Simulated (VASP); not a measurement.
LiH:

```xyz
2
Lattice="0.0000 2.0636 2.0636 2.0636 0.0000 2.0636 2.0636 2.0636 0.0000" Properties=species:S:1:pos:R:3 pbc="T T T"
Li    0.0000    0.0000    0.0000
H     2.0636    2.0636    2.0636
```

This cell differs from its parent crystal: volume scaled by 1.04.

Base run:

* Program: VASP 6.6.1
* Functional: PBE
* Potentials or basis: VASP PAW PBE potentials, release 64 (Li_sv, H)
* Cutoff: 520 eV
* k mesh: 11 × 11 × 11
* Occupations: fermi-dirac, width 0.05 eV
* Spin: no spin polarisation

Its results: band gap on the k mesh 3.22 eV, direct.

The run is repeated on the same cell with these changes: functional from PBE to HSE06; k mesh from 11 × 11 × 11 to 6 × 6 × 6. What comes out?

Band gap on the k mesh 4.02 eV, direct.

Several settings changed at once, so the effect can't be laid on one alone.

Caveats: some runs use coarse meshes.

A k mesh can miss the band edges.
